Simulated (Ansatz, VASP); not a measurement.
# One calculation of MgO, two programs

The input INCAR:

```
ALGO     = Normal         # electronic algorithm
EDIFF    = 1E-6           # SCF threshold, eV
ENCUT    = 520            # plane-wave cutoff, eV
GGA      = PS             # functional
ISIF     = 2              # what is computed and relaxed
ISMEAR   = 0              # smearing method
LASPH    = True           # aspherical terms in the spheres
LCHARG   = True           # write CHGCAR
LELF     = True           # ELF
LREAL    = False          # projectors in reciprocal space
LVHAR    = True         
LWAVE    = False          # write WAVECAR
NBANDS   = 11             # bands
NELM     = 100            # most SCF steps
PREC     = Accurate       # precision mode
SIGMA    = 0.05           # smearing width, eV
```

Contents of KPOINTS:

```
k-points
0
Gamma
  10 10 10
```

Contents of POSCAR:

```
MgO
1.0
    0.0000000000      2.1071057202      2.1071057202
    2.1071057202      0.0000000000      2.1071057202
    2.1071057202      2.1071057202      0.0000000000
Mg O
1 1
Direct
   -0.0474584635      0.0474584635     -0.0474584635
    0.5000000000      0.5000000000      0.5000000000
```

Input for Ansatz:

```yaml
crystal:
  lattice:
    - [0.0, 2.1071057202, 2.1071057202]
    - [2.1071057202, 0.0, 2.1071057202]
    - [2.1071057202, 2.1071057202, 0.0]
  atoms:
    - { symbol: Mg, position: [-0.0474584635, 0.0474584635, -0.0474584635] }
    - { symbol: O, position: [0.5, 0.5, 0.5] }
basis:
  ecutwfc: 420
kpoints:
  mp_grid: { grid: [10, 10, 10] }
hamiltonian:
  xc: pbesol
scf:
  occupations: { method: gaussian, width: 0.05 }
output:
  forces: true
  stress: true
  eigenvalues: true
```

Change from the starting cell: all Mg atoms moved -0.200 Å, as atom 1 along Cartesian [0 1 0].

Alike in both runs: task single point; functional PBEsol; k mesh 10 × 10 × 10; occupations gaussian, width 0.05 eV; no spin polarisation.

|  | VASP | Ansatz |
| --- | --- | --- |
| version | VASP 6.6.1 | Ansatz 0.2.0 |
| potentials or method | VASP PAW PBE potentials, release 64 (Mg, O), cutoff 520 eV | scalar-relativistic, plane waves, PAW |
| valence electrons in the cell | 8 | 16 |

```tsv
	VASP	Ansatz	Ansatz less VASP
gap on the k mesh at the Fermi level (eV)	4.61	4.61	-0.003
least direct gap on the mesh (eV)	4.61	4.61	-0.003
pressure (GPa)	3.8	4.0	+0.24
traceless stress, the component that is largest in VASP (GPa)	10.00	9.84	-0.156
rms of the force components (eV/Å)	0.809	0.798	-0.0110
```

VASP's potentials were made for PBE, not for PBEsol. Atom by atom the forces differ by 0.011 eV/Å (rms over components). With one functional, cell and mesh, what is left measures potentials, basis and numerics. VASP's potentials hold 8 valence electrons a cell and Ansatz's 16, so a difference there can come from the potentials and not from the codes.
